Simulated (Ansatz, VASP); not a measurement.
# Na: VASP beside Ansatz

```
CELL_PARAMETERS angstrom
-2.00883 2.11891 2.11891
2.11891 -2.00883 2.11891
2.11891 2.11891 -2.00883
ATOMIC_POSITIONS crystal
Na 0.00000 0.00000 0.00000
```

Alike in both runs: task single point; functional PBEsol; k mesh 18 × 18 × 18; occupations gaussian, width 0.15 eV; no spin polarisation.

```csv
,VASP,Ansatz
version,VASP 6.6.1,Ansatz 0.2.0
potentials or method,"VASP PAW PBE potentials, release 64 (Na_pv), cutoff 520 eV","scalar-relativistic, plane waves, PAW"
valence electrons in the cell,7,9
```

```csv
,VASP,Ansatz,Ansatz less VASP
gap on the k mesh at the Fermi level (eV),none,none,-
pressure (GPa),-0.3,-0.3,-0.02
"traceless stress, the component that is largest in VASP (GPa)",-0.27,-0.27,+0.001
```

VASP's potentials were made for PBE, not for PBEsol. A gap of «none» marks a metal or a gap that the smearing closes. With one functional, cell and mesh, what is left measures potentials, basis and numerics. VASP's potentials hold 7 valence electrons a cell and Ansatz's 9, so a difference there can come from the potentials and not from the codes.
